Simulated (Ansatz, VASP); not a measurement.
**AlNi: VASP beside Ansatz**

Contents of POSCAR:

```
AlNi
1.0
    1.9386940000     -1.9531901500      0.0000000000
    1.9386940000      1.9531901500      0.0000000000
    0.0000000000      0.0000000000      3.0994300413
Al Ni
1 1
Direct
    0.0000000000      0.0000000000      0.0000000000
    0.5000000000      0.5000000000      0.5000000000
```

The input INCAR.step1:

```
SYSTEM = AlNi
PREC = Accurate ; ENCUT = 520
ISMEAR = 0 ; SIGMA = 0.1
LREAL = .FALSE. ; LASPH = .TRUE.
NELM = 100 ; NBANDS = 14
GGA = PE ; ALGO = Normal
EDIFF = 1E-4 ; LWAVE = .TRUE.
LCHARG = .FALSE.
```

INCAR.step2

```
SYSTEM = AlNi
PREC = Accurate ; ENCUT = 520
EDIFF = 1E-7 ; ISMEAR = 0
SIGMA = 0.1 ; LREAL = .FALSE.
LASPH = .TRUE. ; NELM = 100
ALGO = Normal ; ISIF = 2
LWAVE = .FALSE. ; LCHARG = .FALSE.
METAGGA = R2SCAN ; LMIXTAU = .TRUE.
NBANDS = 14 ; ISTART = 1
```

The input KPOINTS:

```
Automatic mesh
0
G
  14 14 12
  0 0 0
```

Input for Ansatz:

```yaml
crystal:
  lattice:
    - [1.938694, -1.95319015, 0.0]
    - [1.938694, 1.95319015, 0.0]
    - [0.0, 0.0, 3.0994300413]
  atoms:
    - { symbol: Al, position: [0.0, 0.0, 0.0] }
    - { symbol: Ni, position: [0.5, 0.5, 0.5] }
basis:
  ecutwfc: 500
kpoints:
  mp_grid: { grid: [14, 14, 12] }
hamiltonian:
  xc: r2scan
scf:
  occupations: { method: gaussian, width: 0.1 }
output:
  forces: true
  stress: true
  eigenvalues: true
```

Alike in both runs: task single point; functional r2SCAN; k mesh 14 × 14 × 12; occupations gaussian, width 0.1 eV; no spin polarisation.

|  | VASP | Ansatz |
| --- | --- | --- |
| version | VASP 6.6.1 | Ansatz 0.2.0 |
| potentials or method | VASP PAW PBE potentials, release 64 (Al, Ni), cutoff 520 eV | scalar-relativistic, plane waves, PAW |
| valence electrons in the cell | 13 | 21 |

|  | VASP | Ansatz | Ansatz less VASP |
| --- | --- | --- | --- |
| gap on the k mesh at the Fermi level (eV) | none | none | - |
| pressure (GPa) | 0.4 | 0.6 | +0.25 |
| traceless stress, the component that is largest in VASP (GPa) | -4.59 | -4.46 | +0.132 |

VASP's potentials were made for PBE, not for r2SCAN. A gap of «none» marks a metal or a gap that the smearing closes. VASP's potentials hold 13 valence electrons a cell and Ansatz's 21, so a difference there can come from the potentials and not from the codes.
